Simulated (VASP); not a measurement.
# Fe (Pm-3m) in VASP: notebook

Fe is run at these levels: BLYP; tasks: single point.

Everything below comes from runs of VASP 6.6.1. Logs are shortened: lines on timing, memory, paths and dates and some standing lists are left out, and cuts for length are marked.

### 1 The cell of the first run

The structure is cubic, space group Pm-3m (No. 221). Conventional cell: a = 2.306 Å, b = 2.306 Å, c = 2.306 Å, α = 90.00°, β = 90.00°, γ = 90.00°. Within 3.0 Å of Fe (site symmetry m-3m) lie 6 Fe at 2.31 Å.

### 2 Single point, BLYP, collinear spin, ferromagnetic start (volume scaled by 0.88)

Contents of INCAR:

```
SYSTEM = Fe
PREC = Accurate
ENCUT = 520
EDIFF = 1E-7
ISMEAR = -1
SIGMA = 0.05
LREAL = .False.
LASPH = .True.
NELM = 150
ALGO = Normal
ISIF = 2
LWAVE = .False.
LCHARG = .False.
ISPIN = 2
MAGMOM = 2.405
LORBIT = 11
LMAXMIX = 4
GGA = B5
ALDAX = 1.0
AGGAX = 1.0
AGGAC = 1.0
ALDAC = 0.0
NBANDS = 14
```

Contents of KPOINTS:

```
regular mesh
0
Gamma
  15 15 15
  0 0 0
```

Contents of POSCAR:

```
Fe
1.0
    2.3060017569      0.0000000000      0.0000000000
    0.0000000000      2.3060017569      0.0000000000
    0.0000000000      0.0000000000      2.3060017569
Fe
1
Direct
    0.0000000000      0.0000000000      0.0000000000
```

Potentials or basis: VASP PAW PBE potentials, release 64 (Fe).

The run is started by

```sh
> cat potpaw_PBE.64/Fe/POTCAR > POTCAR
> mpirun -np 1 vasp_std > vasp.out
```

OUTCAR:

```text
SYSTEM = Fe
   PREC = Accurate
   ENCUT = 520
   EDIFF = 1E-7
   ISMEAR = -1
   LREAL = .False.
   LASPH = .True.
   NELM = 150
   ISIF = 2
   ISPIN = 2
   LORBIT = 11
   GGA = B5

 ion  position               nearest neighbor table
   1  0.000  0.000  0.000-

  LATTYP: Found a simple cubic cell.
 ALAT       =     2.3060017569

  Lattice vectors:

 A1 = (   2.3060017569,   0.0000000000,   0.0000000000)
 A2 = (   0.0000000000,   2.3060017569,   0.0000000000)
 A3 = (   0.0000000000,   0.0000000000,   2.3060017569)

Analysis of symmetry for initial positions (statically):
=====================================================================
 Subroutine PRICEL returns:
 Original cell was already a primitive cell.

 Routine SETGRP: Setting up the symmetry group for a
 simple cubic supercell.

 Subroutine GETGRP returns: Found 48 space group operations
 (whereof 48 operations were pure point group operations)
 out of a pool of 48 trial point group operations.

The static configuration has the point symmetry O_h .

Analysis of symmetry for dynamics (positions and initial velocities):
=====================================================================
 Subroutine PRICEL returns:
 Original cell was already a primitive cell.

 Routine SETGRP: Setting up the symmetry group for a
 simple cubic supercell.

 Subroutine GETGRP returns: Found 48 space group operations
 (whereof 48 operations were pure point group operations)
 out of a pool of 48 trial point group operations.

The dynamic configuration has the point symmetry O_h .

Analysis of structural, dynamic, and magnetic symmetry:
=====================================================================
 Subroutine PRICEL returns:
 Original cell was already a primitive cell.

 Routine SETGRP: Setting up the symmetry group for a
 simple cubic supercell.

 Subroutine GETGRP returns: Found 48 space group operations
 (whereof 48 operations were pure point group operations)
 out of a pool of 48 trial point group operations.

The overall configuration has the point symmetry O_h .

 Subroutine INISYM returns: Found 48 space group operations
 (whereof 48 operations are pure point group operations),
 and found     1 'primitive' translations

----------------------------------------------------------------------------------------

                                     Primitive cell

  volume of cell :      12.2625

  direct lattice vectors                    reciprocal lattice vectors
     2.306001757  0.000000000  0.000000000     0.433651014  0.000000000  0.000000000
     0.000000000  2.306001757  0.000000000     0.000000000  0.433651014  0.000000000
     0.000000000  0.000000000  2.306001757     0.000000000  0.000000000  0.433651014

  length of vectors
     2.306001757  2.306001757  2.306001757     0.433651014  0.433651014  0.433651014

  position of ions in fractional coordinates (direct lattice)
     0.000000000  0.000000000  0.000000000

  ion indices of the primitive-cell ions
   primitive index   ion index
                 1           1

----------------------------------------------------------------------------------------

 KPOINTS: regular mesh

Automatic generation of k-mesh.
 Grid dimensions read from file:
 generate k-points for:   15   15   15

 Generating k-lattice:

  Cartesian coordinates                     Fractional coordinates (reciprocal lattice)
     0.028910068  0.000000000  0.000000000     0.066666667  0.000000000  0.000000000
     0.000000000  0.028910068  0.000000000     0.000000000  0.066666667  0.000000000
     0.000000000  0.000000000  0.028910068     0.000000000  0.000000000  0.066666667

  Length of vectors
     0.028910068  0.028910068  0.028910068

  Shift w.r.t. Gamma in fractional coordinates (k-lattice)
     0.000000000  0.000000000  0.000000000

 Subroutine IBZKPT returns following result:
 ===========================================

 Found    120 irreducible k-points:

 Following reciprocal coordinates:
            Coordinates               Weight
  0.000000  0.000000  0.000000      1.000000
  0.066667  0.000000  0.000000      6.000000
  0.133333  0.000000  0.000000      6.000000
  0.200000  0.000000  0.000000      6.000000
  0.266667  0.000000  0.000000      6.000000
  0.333333  0.000000  0.000000      6.000000
[... 16 lines left out ...]
  0.266667  0.200000  0.000000     24.000000
  0.333333  0.200000  0.000000     24.000000
 [... further k-points ...]
   k-points           NKPTS =    120   k-points in BZ     NKDIM =    120   number of bands    NBANDS=     14
   number of dos      NEDOS =    301   number of ions     NIONS =      1
   total plane-waves  NPLWV =   5832
   dimension x,y,z NGX =    18 NGY =   18 NGZ =   18
   dimension x,y,z NGXF=    36 NGYF=   36 NGZF=   36
   ions per type =               1
   NGX,Y,Z   is equivalent  to a cutoff of  12.98, 12.98, 12.98 a.u.
   NGXF,Y,Z  is equivalent  to a cutoff of  25.95, 25.95, 25.95 a.u.
 SYSTEM =  Fe
   PREC   = accura    normal or accurate (medium, high low for compatibility)
   ISTART =      0    job   : 0-new  1-cont  2-samecut
   ICHARG =      2    charge: 1-file 2-atom 10-const
   ISPIN  =      2    spin polarized calculation?
   LNONCOLLINEAR =      F non collinear calculations
   LSORBIT =      F    spin-orbit coupling
   LASPH  =      T    aspherical Exc in radial PAW
   ENCUT  =  520.0 eV  38.22 Ry    6.18 a.u.   4.29  4.29  4.29*2*pi/ulx,y,z
   NELM   =    150;   NELMIN=  2; NELMDL= -5     # of ELM steps
   EDIFF  = 0.1E-06   stopping-criterion for ELM
   LREAL  =      F    real-space projection
   EDIFFG = 0.1E-05   stopping-criterion for IOM
   NSW    =      0    number of steps for IOM
   IBRION =     -1    ionic relax: 0-MD 1-quasi-New 2-CG
   NFREE  =      0    steps in history (QN), initial steepest desc. (CG)
   ISIF   =      2    stress and relaxation
   ISYM   =      2    0-nonsym 1-usesym 2-fastsym
   POTIM  = 0.5000    time-step for ionic-motion
   TEBEG  =    0.0;   TEEND  =   0.0 temperature during run
   PSTRESS=    0.0 pullay stress
   NELECT =       8.0000    total number of electrons
   NUPDOWN=      -1.0000    fix difference up-down
   EMIN   =  10.00;   EMAX   =-10.00  energy-range for DOS
   EFERMI =   0.00;   METHOD = LEGACY
   ISMEAR =    -1;   SIGMA  =   0.05  broadening in eV -4-tet -1-fermi 0-gaus
   EFERMI_NEDOS =   21; number of points for ismear=-14 and -15
   IALGO  =     38    algorithm
   IMIX   =      4    mixing-type and parameters
     AMIX     =   0.40;   BMIX     =  1.00
     AMIX_MAG =   1.60;   BMIX_MAG =  1.00
  volume/ion in A,a.u.               =      12.26        82.75
  Fermi-wavevector in a.u.,A,eV,Ry     =   1.419859  2.683144 27.429336  2.015999
  Thomas-Fermi vector in A             =   2.540835
   LORBIT       =     11    0 simple, 1 ext, 2 COOP (PROOUT), +10 PAW based schemes
   GGA     = B5    functional components
   LHFCALC =     F    Hartree Fock is set to
   AEXX    =    0.0000 exact exchange contribution
   IVDW    =     0    specifies the selected vdW correction
   LEPSILON=     F    determine dielectric tensor
   LRPA    =     F    only Hartree local field effects (RPA)
 spin polarized calculation
  energy-cutoff  :      520.00
  volume of cell :       12.26
 maximum number of plane-waves:       341
 NGX is ok and might be reduce to    18
   NGX =  9   NGY =  9   NGZ =  9

 number of electron       7.9999993 magnetization       2.1874633

 Free energy of the ion-electron system (eV)
  ---------------------------------------------------
  ext. energy  EPLUGINS =         0.00000000
  ---------------------------------------------------
  free energy    TOTEN  =        -6.51673036 eV

  energy without entropy =       -6.50962997  energy(sigma->0) =       -6.51318016

 E-fermi :   5.8205     XC(G=0): -11.9493

 val. band max:        5.8199885494   @ k =   0.3333   0.2000   0.1333
 cond. band min:       5.8247805664   @ k =   0.4000   0.1333   0.0667
 fundamental gap:      0.0047920170
 Fermi energy:         5.8205410727

 spin component 1

 k-point     1 :       0.0000    0.0000    0.0000
  band No.  band energies     occupation
      1      -2.1603      1.00000
      2       1.7247      1.00000
      3       1.7247      1.00000
      4       5.5474      0.99578
      5       5.5474      0.99578
      6       5.5474      0.99578
      7      25.6900      0.00000
      8      25.6900      0.00000
      9      25.6900      0.00000
     10      29.8951      0.00000
     11      29.8951      0.00000
     12      34.7689      0.00000
     13      47.0655      0.00000
     14      47.0655      0.00000
[... 375 lines left out ...]
 k-point    24 :       0.3333    0.2000    0.0000
  band No.  band energies     occupation
      1       1.2806      1.00000
      2       2.4673      1.00000
      3       3.4518      1.00000
      4       4.5620      1.00000
      5       5.1805      1.00000
      6       5.1899      1.00000
      7      14.7231      0.00000
      8      22.1187      0.00000
      9      30.5064      0.00000
     10      31.4134      0.00000
     11      32.1992      0.00000
     12      39.9794      0.00000
     13      40.7892      0.00000
     14      42.4895      0.00000

 [... further k-points ...]

 spin component 2

 k-point     1 :       0.0000    0.0000    0.0000
  band No.  band energies     occupation
      1      -1.9053      1.00000
      2       2.9729      1.00000
      3       2.9732      1.00000
      4       8.3105      0.00000
      5       8.3106      0.00000
      6       8.3110      0.00000
      7      26.2461      0.00000
      8      26.2461      0.00000
      9      26.2461      0.00000
     10      30.2862      0.00000
     11      30.2863      0.00000
     12      34.6660      0.00000
     13      47.4188      0.00000
     14      47.4188      0.00000
[... 375 lines left out ...]
 k-point    24 :       0.3333    0.2000    0.0000
  band No.  band energies     occupation
      1       1.9005      1.00000
      2       3.8313      1.00000
      3       4.8269      1.00000
      4       7.0003      0.00000
      5       7.1590      0.00000
      6       7.8816      0.00000
      7      15.4903      0.00000
      8      22.7241      0.00000
      9      30.9490      0.00000
     10      32.1259      0.00000
     11      32.3860      0.00000
     12      40.2486      0.00000
     13      41.4690      0.00000
     14      42.7677      0.00000

 [... further k-points ...]
[... 5 lines left out ...]
  --------------------------------------------------------------------------------------
  -------------------------------------------------------------------------------------
  Total        1.4430284      1.4430284      1.4430284     -0.0000000     -0.0000000     -0.0000000
  in kB      188.5413300    188.5413300    188.5413300     -0.0000000     -0.0000000     -0.0000000
  external PRESSURE =     188.5413300 kB  Pullay stress =       0.0000000 kB

 VOLUME and BASIS-vectors are now :
 -----------------------------------------------------------------------------
  energy-cutoff  :      520.00
  volume of cell :       12.26
      direct lattice vectors                 reciprocal lattice vectors
     2.306001757  0.000000000  0.000000000     0.433651014  0.000000000  0.000000000
     0.000000000  2.306001757  0.000000000     0.000000000  0.433651014  0.000000000
     0.000000000  0.000000000  2.306001757     0.000000000  0.000000000  0.433651014

 POSITION                                       TOTAL-FORCE (eV/Angst)
 -----------------------------------------------------------------------------------
      0.00000      0.00000      0.00000         0.000000      0.000000      0.000000
 -----------------------------------------------------------------------------------
    total drift:                                0.000000      0.000000      0.000000

  FREE ENERGIE OF THE ION-ELECTRON SYSTEM (eV)
  ---------------------------------------------------
  free  energy   TOTEN  =        -6.5167303584 eV

  energy  without entropy=       -6.5096299678  energy(sigma->0) =       -6.51318016

 total charge

# of ion       s       p       d       tot
------------------------------------------
    1        0.525   0.447   6.396   7.369

 magnetization (x)

# of ion       s       p       d       tot
------------------------------------------
    1       -0.001  -0.014   2.184   2.169
```

It took 49 s on 1 thread of Intel Xeon 6975P-C, shared host; peak memory 0.15 GiB.

Results:

```
Free energy                                           : -6.5167 eV
Pressure                                              : 18.9 GPa
Net moment                                            : 2.19 μB per cell
Site moments                                          : Fe +2.17 μB
Valence electrons inside the program's atomic spheres : Fe 7.37
```

Levels at points of the mesh, in eV from the Fermi level:
Spin up:
```tsv
k point	band 1	band 2	band 3	band 4	band 5	band 6	band 7	band 8	band 9	band 10
(0.00, 0.00, 0.00)	-7.98	-4.10	-4.10	-0.27	-0.27	-0.27	19.87	19.87	19.87	24.07
```
Spin down:
```
           k point  band 1  band 2  band 3  band 4  band 5  band 6
(0.00, 0.00, 0.00)   -7.73   -2.85   -2.85    2.49    2.49    2.49
```

Caveat: the PAW data sets were made with another functional, which shifts forces and pressure a little.

[end of part 1 of 2]
